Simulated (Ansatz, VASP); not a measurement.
**Two plane-wave programs on HfC**

Contents of INCAR:

```
SYSTEM = HfC
ALGO     = Normal         ! electronic algorithm
EDIFF    = 1E-6           ! SCF threshold, eV
ENCUT    = 520            ! plane-wave cutoff, eV
GGA      = PE             ! functional
ISIF     = 2              ! what is computed and relaxed
ISMEAR   = 0              ! smearing method
LASPH    = .True.         ! aspherical terms in the spheres
LCHARG   = .False.        ! write CHGCAR
LREAL    = .False.        ! projectors in reciprocal space
LWAVE    = .False.        ! write WAVECAR
NBANDS   = 14             ! bands
NELM     = 60             ! most SCF steps
PREC     = Accurate       ! precision mode
SIGMA    = 0.15           ! smearing width, eV
```

The input KPOINTS:

```
k-points
0
Gamma
  18 18 18
  0 0 0
```

POSCAR

```
HfC
1.0
    0.0000000000      2.2552500000      2.2552500000
    2.2552500000      0.0000000000      2.2552500000
    2.2552500000      2.2552500000      0.0000000000
Hf C
1 1
Direct
    0.5000000000      0.5000000000      0.5000000000
    0.0000000000      0.0000000000      0.0000000000
```

Input for Ansatz:

```yaml
crystal:
  lattice:
    - [0.0, 2.25525, 2.25525]
    - [2.25525, 0.0, 2.25525]
    - [2.25525, 2.25525, 0.0]
  atoms:
    - { symbol: Hf, position: [0.5, 0.5, 0.5] }
    - { symbol: C, position: [0.0, 0.0, 0.0] }
basis:
  ecutwfc: 420
kpoints:
  mp_grid: { grid: [18, 18, 18] }
hamiltonian:
  xc: pbe
scf:
  occupations: { method: gaussian, width: 0.15 }
output:
  forces: true
  stress: true
  eigenvalues: true
```

Change from the starting cell: strain -0.030 along x and y, -0.030 along z, atoms carried along.

Alike in both runs: task single point; functional PBE; k mesh 18 × 18 × 18; occupations gaussian, width 0.15 eV; no spin polarisation.

|  | VASP | Ansatz |
| --- | --- | --- |
| version | VASP 6.6.1 | Ansatz 0.2.0 |
| potentials or method | VASP PAW PBE potentials, release 64 (Hf_pv, C), cutoff 520 eV | scalar-relativistic, plane waves, PAW |
| valence electrons in the cell | 14 | 30 |

VASP gave:

| Quantity | Value |
| --- | --- |
| gap on the k mesh at the Fermi level (eV) | none |
| pressure (GPa) | 25.7 |

Problem. Estimate Ansatz's values.

Solution. gap on the k mesh at the Fermi level (eV): none; pressure (GPa): 25.9.

A gap of «none» marks a metal or a gap that the smearing closes. VASP's potentials hold 14 valence electrons a cell and Ansatz's 30, so a difference there can come from the potentials and not from the codes.

Spin-orbit coupling is off throughout.
